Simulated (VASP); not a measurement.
Write the native input for VASP 6.6.1 that does the following.

* Task: single point
* Functional: PBE-based screened hybrid with 35 % exact exchange
* Potentials or basis: VASP PAW PBE potentials, release 64 (Mg, I)
* Cutoff: 520 eV
* k mesh: 6 × 6 × 2
* Occupations: gaussian, width 0.01 eV
* Spin: no spin polarisation
* Dipole correction: no
* Grid for exact exchange (PRECFOCK): Normal
* Share of exact exchange: 0.35
* Further INCAR settings: ALGO = Normal; EDIFF = 1e-06; NBANDS = 15
* Screening parameter: 0.1 1/Å

Crystal: MgI2.

```
CELL_PARAMETERS angstrom
4.15664 0.00000 0.00000
-2.07832 3.59975 0.00000
0.00000 0.00000 6.87561
ATOMIC_POSITIONS crystal
Mg 0.00000 0.00000 0.00000
I 0.33333 0.66667 0.24257
I 0.66667 0.33333 0.75743
```

The input as run:

POSCAR

```
MgI2
1.0
    4.1566377955      0.0000000000      0.0000000000
   -2.0783188977      3.5997539252      0.0000000000
    0.0000000000      0.0000000000      6.8756120274
Mg I
1 2
Direct
    0.0000000000      0.0000000000      0.0000000000
    0.3333333333      0.6666666667      0.2425739793
    0.6666666667      0.3333333333      0.7574260207
```

INCAR.step1

```
SYSTEM = MgI2
PREC = Accurate
ENCUT = 520
EDIFF = 1E-5
ISMEAR = 0
SIGMA = 0.01
LREAL = .FALSE.
LASPH = .TRUE.
NELM = 80
ALGO = Normal
ISIF = 2
LWAVE = .TRUE.
LCHARG = .FALSE.
NBANDS = 15
GGA = PE
```

INCAR.step2

```
SYSTEM = MgI2
PREC = Accurate
ENCUT = 520
EDIFF = 1E-6
ISMEAR = 0
SIGMA = 0.01
LREAL = .FALSE.
LASPH = .TRUE.
NELM = 80
ALGO = Normal
ISIF = 2
LWAVE = .FALSE.
LCHARG = .FALSE.
GGA = PE
LHFCALC = .TRUE.
AEXX = 0.35
HFSCREEN = 0.1
PRECFOCK = Normal
NBANDS = 15
ISTART = 1
```

KPOINTS

```
Automatic mesh
0
G
  6 6 2
  0 0 0
```

Potentials or basis: VASP PAW PBE potentials, release 64 (Mg, I).

Launch:

```console
$ cat potpaw_PBE.64/Mg/POTCAR potpaw_PBE.64/I/POTCAR > POTCAR
$ cp INCAR.step1 INCAR
$ mpirun -np 1 vasp_std > vasp.out
$ cp INCAR.step2 INCAR
$ mpirun -np 1 vasp_std > vasp.out
```

It gave:

The pressure is -0.1 GPa and the largest force is 0.185 eV/Å. The band gap on the k mesh is 5.35 eV (least direct gap 5.54 eV).

Caveat: the k points lie up to 0.46 Å⁻¹ apart; the PAW data sets were made with another functional, which shifts forces and pressure a little; spin-orbit coupling is left out, which moves the levels of the heavy elements.

Run time: 17 min on 1 thread of Intel(R) Xeon(R) Platinum 8375C CPU @ 2.90GHz (Ice Lake), on a shared host, peak memory 0.35 GiB.
